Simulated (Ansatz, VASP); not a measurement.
# FePt: VASP beside Ansatz

```xyz
2
Lattice="3.7630 0.0000 0.0000 0.0000 1.9287 1.9267 0.0000 -1.9287 1.9267" Properties=species:S:1:pos:R:3 pbc="T T T"
Fe    1.8815    0.0000    2.8900
Pt    0.0000    0.0000    0.9633
```

Alike in both runs: functional PBE; k mesh 4 × 8 × 8; occupations gaussian, width 0.1 eV; collinear spin.

Ansatz relaxed the structure, and its values are those at the end. VASP's run is a single point on that final structure, the one shown.

|  | VASP | Ansatz |
| --- | --- | --- |
| version | VASP 6.6.1 | Ansatz 0.2.0 |
| potentials or method | VASP PAW PBE potentials, release 64 (Fe, Pt), cutoff 600 eV | scalar-relativistic, plane waves, PAW |
| valence electrons in the cell | 18 | 34 |

|  | VASP | Ansatz | Ansatz less VASP |
| --- | --- | --- | --- |
| gap on the k mesh at the Fermi level (eV) | none | none | - |
| pressure (GPa) | -0.3 | 0.1 | +0.40 |
| net moment per atom (μB) | 1.64 | 1.64 | +0.001 |
| size of the moment on the site where the two differ most (μB) | 0.34 | 0.39 | +0.057 |

Site moments also hang on the region over which each program counts them. A gap of «none» marks a metal or a gap that the smearing closes. VASP's potentials hold 18 valence electrons a cell and Ansatz's 34, so a difference there can come from the potentials and not from the codes.

The k mesh is coarse, so the values compare programs but aren't converged. Neither program's run includes spin-orbit coupling.
